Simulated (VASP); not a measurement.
# SnO in VASP: relaxation of the atoms with PBE+D3(BJ)

Aim: the relaxation of the atoms of SnO with PBE+D3(BJ).

Everything below comes from runs of VASP 6.6.1. Logs are shortened: lines on timing, memory, paths and dates and some standing lists are left out, and cuts for length are marked.

## 1. The cell of the first run

The cell holds a slab with vacuum, 8 atoms: a = 3.836 Å, b = 6.114 Å, c = 18.481 Å, α = 90.00°, β = 90.00°, γ = 90.00°.

## 2. Relaxation of the atoms, PBE+D3(BJ)

Contents of INCAR:

```
ALGO = Normal ; DIPOL = 0.5 0.5 0.500
EDIFF = 1E-7 ; EDIFFG = -0.03
ENCUT = 520 ; GGA = PE
IBRION = 2 ; IDIPOL = 3
ISIF = 2 ; ISMEAR = 0
IVDW = 12 ; KPAR = 4
LASPH = T ; LCHARG = F
LDIPOL = T ; LREAL = F
LWAVE = F ; NELM = 100
NSW = 70 ; PREC = Accurate
SIGMA = 0.1
```

Contents of KPOINTS:

```
k-points
0
Gamma
  8 5 1
```

Contents of POSCAR:

```
SnO
1.0
    3.8363720854      0.0000000000      0.0000000000
    0.0000000000      6.1139355937      0.0000000000
    0.0000000000      0.0000000000     18.4806871823
O Sn
4 4
Selective dynamics
Direct
    0.0000000000      0.3937311051      0.3787737940  F F F
    0.5000000000      0.5905966576      0.4595912647  F F F
    0.0000000000      0.7874622101      0.5404087353  T T T
    0.5000000000      0.9843277626      0.6212262060  T T T
    0.5000000000      0.2462583311      0.4180909244  F F F
    0.0000000000      0.7380694316      0.4202741343  F F F
    0.5000000000      0.6399894361      0.5797258657  T T T
    0.0000000000      0.1318005366      0.5819090756  T T T
```

Potentials or basis: VASP PAW PBE potentials, release 64 (O, Sn_d).

Launch:

```
cat potpaw_PBE.64/O/POTCAR potpaw_PBE.64/Sn_d/POTCAR > POTCAR
mpirun -np 4 vasp_std > vasp.out
```

OUTCAR:

```text
EDIFF = 1E-7
   EDIFFG = -0.03
   ENCUT = 520
   GGA = PE
   IBRION = 2
   ISIF = 2
   ISMEAR = 0
   IVDW = 12
   LASPH = T
   LREAL = F
   NELM = 100
   NSW = 70
   PREC = Accurate
 IVDW          = 12

 ion  position               nearest neighbor table
   1  0.000  0.394  0.379-   6 2.24   5 2.24   5 2.24
   2  0.500  0.591  0.460-   7 2.24   5 2.24   6 2.24   6 2.24
   3  0.000  0.787  0.540-   6 2.24   8 2.24   7 2.24   7 2.24
   4  0.500  0.984  0.621-   7 2.24   8 2.24   8 2.24
   5  0.500  0.246  0.418-   2 2.24   1 2.24   1 2.24   6 3.57   6 3.57   8 3.65   8 3.65   6 3.65
                             6 3.65
   6  0.000  0.738  0.420-   3 2.24   1 2.24   2 2.24   2 2.24   5 3.57   5 3.57   7 3.57   7 3.57
                             5 3.65   5 3.65
   7  0.500  0.640  0.580-   2 2.24   4 2.24   3 2.24   3 2.24   8 3.57   8 3.57   6 3.57   6 3.57
                             8 3.65   8 3.65
   8  0.000  0.132  0.582-   3 2.24   4 2.24   4 2.24   7 3.57   7 3.57   5 3.65   5 3.65   7 3.65
                             7 3.65

  LATTYP: Found a simple orthorhombic cell.
 ALAT       =     3.8363720854
 B/A-ratio  =     1.5936763843
 C/A-ratio  =     4.8172301255

  Lattice vectors:

 A1 = (   3.8363720854,   0.0000000000,   0.0000000000)
 A2 = (   0.0000000000,   6.1139355937,   0.0000000000)
 A3 = (   0.0000000000,   0.0000000000,  18.4806871823)

Analysis of symmetry for initial positions (statically):
=====================================================================
 Subroutine PRICEL returns:
 Original cell was already a primitive cell.

 Routine SETGRP: Setting up the symmetry group for a
 simple orthorhombic supercell.

 Subroutine GETGRP returns: Found  4 space group operations
 (whereof  2 operations were pure point group operations)
 out of a pool of  8 trial point group operations.

The static configuration has the point symmetry C_1h.
 The point group associated with its full space group is C_2h.

Analysis of symmetry for dynamics (positions and initial velocities):
=====================================================================
 Subroutine PRICEL returns:
 Original cell was already a primitive cell.

 Routine SETGRP: Setting up the symmetry group for a
 simple orthorhombic supercell.

 Subroutine GETGRP returns: Found  4 space group operations
 (whereof  2 operations were pure point group operations)
 out of a pool of  8 trial point group operations.

The dynamic configuration has the point symmetry C_1h.
 The point group associated with its full space group is C_2h.

[... 154 lines left out ...]
 dipolmoment           0.000000      0.000000      0.000000 electrons x Angstroem

--------------------------------------- Ionic step        1  -------------------------------------------

 number of electron      80.0000002 magnetization

 Free energy of the ion-electron system (eV)
  ---------------------------------------------------
  ext. energy  EPLUGINS =         0.00000000
  ---------------------------------------------------
  free energy    TOTEN  =       -44.18692872 eV

  energy without entropy =      -44.18692871  energy(sigma->0) =      -44.18692871

------------------------ aborting loop because EDIFF is reached ----------------------------------------

 Edisp (eV)   -1.20153

 E8    (eV) :    -0.5450
[... 85 lines left out ...]
 number of electron      80.0000017 magnetization

------------------------ aborting loop because EDIFF is reached ----------------------------------------

 vacuum level on the upper side and lower side of the slab       (xc-potential included)        -0.198        -0.006

 Edisp (eV)   -1.19841

 E8    (eV) :    -0.5434

  FORCE on cell =-STRESS in cart. coord.  units (eV):
  Direction    XX          YY          ZZ          XY          YZ          ZX
  --------------------------------------------------------------------------------------
  -------------------------------------------------------------------------------------
  Total      -4.50673    -1.47409     0.21542     0.00000    -0.08064     0.00000
  in kB     -16.65760    -5.44848     0.79622     0.00000    -0.29804     0.00000
  external pressure =       -7.10 kB  Pullay stress =        0.00 kB
[... 23 lines left out ...]
  FREE ENERGIE OF THE ION-ELECTRON SYSTEM (eV)
  ---------------------------------------------------
  free  energy   TOTEN  =       -45.4720910945 eV

  energy  without entropy=      -45.4720910945  energy(sigma->0) =      -45.47209109

[... ionic steps 4 to 7 ...]

--------------------------------------- Ionic step        8  -------------------------------------------

 number of electron      80.0000022 magnetization

------------------------ aborting loop because EDIFF is reached ----------------------------------------
[... 87 lines left out ...]
--------------------------------------- Ionic step       10  -------------------------------------------

 number of electron      80.0000024 magnetization

 dipolmoment           0.000000      0.000000     -0.027568 electrons x Angstroem

 Free energy of the ion-electron system (eV)
  ---------------------------------------------------
  ext. energy  EPLUGINS =         0.00000000
  ---------------------------------------------------
  free energy    TOTEN  =       -44.27926379 eV

  energy without entropy =      -44.27926379  energy(sigma->0) =      -44.27926379

 E-fermi :  -0.4701     XC(G=0):  -4.0285

 val. band max:       -0.9162488501   @ k =   0.0000   0.0000   0.0000
 cond. band min:      -0.0222440743   @ k =   0.0000   0.2000   0.0000
 fundamental gap:      0.8940047758
 Fermi energy:        -0.4701183191

 k-point     1 :       0.0000    0.0000    0.0000
  band No.  band energies     occupation
      1     -22.5808      2.00000
      2     -22.4576      2.00000
      3     -22.4353      2.00000
      4     -22.3898      2.00000
      5     -22.3245      2.00000
      6     -22.2813      2.00000
[... 754 lines left out ...]
     47       4.0882      0.00000
     48       4.2923      0.00000

------------------------ aborting loop because EDIFF is reached ----------------------------------------

 vacuum level on the upper side and lower side of the slab       (xc-potential included)        -0.109         0.098

 Edisp (eV)   -1.19834

 E8    (eV) :    -0.5433

  FORCE on cell =-STRESS in cart. coord.  units (eV):
  Direction    XX          YY          ZZ          XY          YZ          ZX
  --------------------------------------------------------------------------------------
  -------------------------------------------------------------------------------------
  Total      -4.79028    -1.68159    -0.27458     0.00000     0.02618     0.00000
  in kB     -17.70563    -6.21544    -1.01489     0.00000     0.09678     0.00000
  external pressure =       -8.31 kB  Pullay stress =        0.00 kB
[... 23 lines left out ...]
  FREE ENERGIE OF THE ION-ELECTRON SYSTEM (eV)
  ---------------------------------------------------
  free  energy   TOTEN  =       -45.4776009268 eV

  energy  without entropy=      -45.4776009268  energy(sigma->0) =      -45.47760093

 reached required accuracy - stopping structural energy minimisation

 vacuum level on the upper side and lower side of the slab         3.564         3.777
```

OSZICAR:

```text
N       E                     dE             d eps       ncg     rms          rms(c)
DAV:   1     0.868259635451E+03    0.86826E+03   -0.37713E+04  1528   0.169E+03
DAV:   2     0.119024170466E+03   -0.74924E+03   -0.72815E+03  1600   0.435E+02
DAV:   3    -0.411595634199E+02   -0.16018E+03   -0.15557E+03  1904   0.207E+02
[... 144 lines left out ...]
DAV:   2    -0.442792616178E+02   -0.33997E-03   -0.35602E-03  1768   0.306E-01    0.217E-02
DAV:   3    -0.442792646221E+02   -0.30043E-05   -0.92730E-05  1960   0.509E-02    0.182E-02
DAV:   4    -0.442792631333E+02    0.14888E-05   -0.91668E-06  2024   0.177E-02    0.998E-03
DAV:   5    -0.442792632461E+02   -0.11275E-06   -0.32803E-06  1600   0.138E-02    0.274E-03
DAV:   6    -0.442792636926E+02   -0.44658E-06   -0.14484E-06  1800   0.710E-03    0.151E-03
DAV:   7    -0.442792637882E+02   -0.95566E-07   -0.29079E-07  1408   0.303E-03
  10 F= -.45477601E+02 E0= -.45477601E+02  d E =-.139036E-03
```

Run time: 17 min. Hardware: 4 MPI ranks of Intel Xeon Platinum 8259CL at 2.50GHz (Skylake/Cascade Lake), shared host; peak memory 0.69 GiB.

What came out:

```yaml
Free_energy: -45.4776 eV
Energy_gained_by_relaxing: 11.1 meV/atom
Ionic_steps: 10
Band_gap_on_the_k_mesh: 0.89 eV (least direct gap 0.94 eV)
Dispersion_energy_per_atom: -0.150 eV
```

Step by step:
```tsv
step	energy change (eV)	largest force on free atoms (eV/Å)	pressure (GPa)
1	0.0000	1.1814	-1.16
2	-0.0745	0.3818	-0.87
3	-0.0836	0.2255	-0.71
4	-0.0863	0.1048	-0.76
5	-0.0871	0.0914	-0.81
6	-0.0880	0.0591	-0.81
7	-0.0884	0.0664	-0.81
8	-0.0889	0.0380	-0.82
9	-0.0890	0.0376	-0.84
10	-0.0891	0.0283	-0.83
```

Final structure:
```xyz
8
Lattice="3.8364 0.0000 0.0000 0.0000 6.1139 0.0000 0.0000 0.0000 18.4807" Properties=species:S:1:pos:R:3 pbc="T T T"
O     0.0000    2.4072    7.0000
O     1.9182    3.6109    8.4936
O     0.0000    4.8220    9.9905
O     1.9182    6.0494   11.4564
Sn    1.9182    1.5056    7.7266
Sn    0.0000    4.5125    7.7670
Sn    1.9182    3.9534   10.7868
Sn    0.0000    0.7214   10.7293
```

Caveat: spin-orbit coupling is left out, which moves the levels of the heavy elements.
